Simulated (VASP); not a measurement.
Wanted: the native input for a VASP 6.6.1 run.

| Item | Value |
| --- | --- |
| Task | single point |
| Functional | PBE |
| Potentials or basis | VASP PAW PBE potentials, release 64 (Si, Zr_sv) |
| Cutoff | 400 eV |
| k mesh | 1 × 1 × 1, shifted |
| Occupations | fermi-dirac, width 0.1568 eV |
| Spin | no spin polarisation |
| Dipole correction | no |
| Mended | yes |
| Further INCAR settings | LREAL = Auto; ALGO = Normal; EDIFF = 1e-06; NBANDS = 54; ISYM = -1 |

The structure of ZrSi7 lies in POSCAR:

```
ZrSi7
1.0
    6.3834610000      0.2107420000      0.1575520000
    0.2107420000      6.5561630000     -0.0013120000
    0.1575520000     -0.0013120000      6.4400080000
Si Zr
14 2
Direct
    0.6623917533      0.2831027800      0.7619924207
    0.9629132293      0.3861088473      0.0516756609
    1.0392924765      0.8510599639      0.3783698689
   -0.0370897383     -0.0262529582      0.7156716449
    0.3440852510      0.8056096953      0.6026608415
    0.4859759506      0.4948004452      0.5304232068
    0.3078025622      0.3352504894      0.9480044030
    0.9442132971      0.2925508859      0.4944303071
    0.7448772365      0.5932572658      0.8706204177
    0.1055577858      0.5892925476      0.6215363881
    0.2708107980      0.1362240557      0.4103070902
    0.5549504783      0.6821181084      0.2499068916
    0.1849343133      0.5356255057      0.2793822569
    0.6322143430     -0.0346907840      0.4776531103
    0.7284170698      1.0284107054      0.0840593224
    0.2172099074      0.9154173831      0.0349290206
```

The input as run:

INCAR

```
SYSTEM = ZrSi7
ALGO = Normal
EDIFF = 1E-6
ENCUT = 400
GGA = PE
GGA_COMPAT = .FALSE.
ISIF = 2
ISMEAR = -1
ISYM = -1
LASPH = .TRUE.
LCHARG = .FALSE.
LREAL = Auto
LWAVE = .FALSE.
NBANDS = 54
NELM = 120
PREC = Accurate
SIGMA = 0.1568
```

KPOINTS

```
explicit points
1
Reciprocal
  0.25000000   0.25000000   0.25000000 1
```

Potentials or basis: VASP PAW PBE potentials, release 64 (Si, Zr_sv).

Run with:

```console
$ cat potpaw_PBE.64/Si/POTCAR potpaw_PBE.64/Zr_sv/POTCAR > POTCAR
$ mpirun -np 1 vasp_std > vasp.out
```

Results of the run:

```json
{
 "Pressure": "8.7 GPa",
 "Largest force": "4.742 eV/Å"
}
```

Caveat: the atoms stand as in a frame of molecular dynamics.

Run time: 18 s on 1 thread of AMD EPYC 7R13 Processor (Zen 3), with other jobs on the host, peak memory 0.22 GiB.
